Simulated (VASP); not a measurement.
Input of a VASP 6.6.1 run:

The input INCAR:

```
SYSTEM = Cd
PREC = Accurate
ENCUT = 520
EDIFF = 1E-7
ISMEAR = 0
SIGMA = 0.1
LREAL = .False.
LASPH = .True.
NELM = 100
ALGO = Normal
ISIF = 2
LWAVE = .False.
LCHARG = .True.
GGA = PE
LELF = .True.
LVHAR = .True.
NBANDS = 19
```

File KPOINTS:

```
regular mesh
0
Gamma
  6 6 6
  0 0 0
```

The input POSCAR:

```
Cd
1.0
    1.9633069365      1.1335157883      3.4179391963
   -1.9633069365      1.1335157883      3.4179391963
    0.0000000000     -2.2670315765      3.4179391963
Cd
2
Direct
    0.2336400000      0.2336400000      0.2336400000
    0.7663600000      0.7663600000      0.7663600000
```

Potentials or basis: VASP PAW PBE potentials, release 64 (Cd).

The run is started by

```sh
$ cat potpaw_PBE.64/Cd/POTCAR > POTCAR
$ mpirun -np 1 vasp_std > vasp.out
```

Task: Estimate the pressure.

Result: 11.8 GPa.

Task: Estimate the largest force.

Result: 1.631 eV/Å.

Task: Estimate the band gap on the k mesh.

Result: Zero (band 12 reaches 6.92 eV, above the bottom of band 13 at 1.30 eV).

Forces on the atoms (eV/Å):
```
Cd   0.000  0.000  1.631
Cd   0.000  0.000 -1.631
```

Caveat: forces of over 1 eV/Å act on the atoms, so gaps and moduli don't describe the material at rest.
